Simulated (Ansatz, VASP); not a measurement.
**Au in VASP and in Ansatz**

```
Au
1.0
     1.71937    0.00318   -2.33633
    -3.27021   -2.93020   -2.49135
    -3.32316    3.03044   -2.53896
Au
4
Direct
  0.95318 0.02639 0.97783
  0.48262 0.51504 0.99598
  0.49810 0.96905 0.55465
  0.06610 0.48952 0.47155
```

Change from the starting cell: cell x4, atoms moved at random (sigma 0.1 Å) and cell strained at random (1.5 %), then relaxed without symmetry.

Alike in both runs: task relaxation of cell and atoms; functional PBE; k mesh 8 × 4 × 4; occupations gaussian, width 0.2 eV; no spin polarisation.

|  | VASP | Ansatz |
| --- | --- | --- |
| version | VASP 6.6.1 | Ansatz 0.2.0 |
| potentials or method | VASP PAW PBE potentials, release 64 (Au), cutoff 600 eV | scalar-relativistic, plane waves, PAW |
| valence electrons in the cell | 44 | 76 |

|  | VASP | Ansatz | Ansatz less VASP |
| --- | --- | --- | --- |
| gap on the k mesh at the Fermi level, each at its own relaxed structure (eV) | none | none | - |
| relaxed volume (Å³/atom) | 18.01 | 18.04 | +0.028 |
| relaxed cell length with the largest relative difference (Å) | 2.875 | 2.901 | +0.0262 |

A gap of «none» marks a metal or a gap that the smearing closes. VASP's potentials hold 44 valence electrons a cell and Ansatz's 76, so a difference there can come from the potentials and not from the codes.

Spin-orbit coupling is off throughout.
